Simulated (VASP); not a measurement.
A run of VASP 6.6.1:

Contents of INCAR:

```
SYSTEM = Hf
  PREC = Accurate
  ENCUT = 520
  EDIFF = 1E-6
  ISMEAR = 0
  SIGMA = 0.15
  LREAL = .FALSE.
  LASPH = .TRUE.
  NELM = 80
  ALGO = Normal
  ISIF = 2
  LWAVE = .FALSE.
  LCHARG = .FALSE.
  GGA = PE
  NBANDS = 11
```

File KPOINTS:

```
Automatic mesh
0
G
  18 18 18
  0 0 0
```

The input POSCAR:

```
Hf
1.0
   -1.7508500000      1.7508500000      1.8050000000
    1.7508500000     -1.7508500000      1.8050000000
    1.7508500000      1.7508500000     -1.8050000000
Hf
1
Direct
    0.0000000000      0.0000000000      0.0000000000
```

Potentials or basis: VASP PAW PBE potentials, release 64 (Hf_pv).

The run is started by

```sh
$ cat potpaw_PBE.64/Hf_pv/POTCAR > POTCAR
$ mpirun -np 1 vasp_std > vasp.out
```

Hardware: 1 thread of Intel(R) Xeon(R) 6975P-C (Granite Rapids), on a shared host.

How long does it take, and how much memory?

Run time: 25 s on 1 thread of Intel(R) Xeon(R) 6975P-C (Granite Rapids) (shared host), peak memory 0.23 GiB. Counts: scf iterations 11, k points 480.
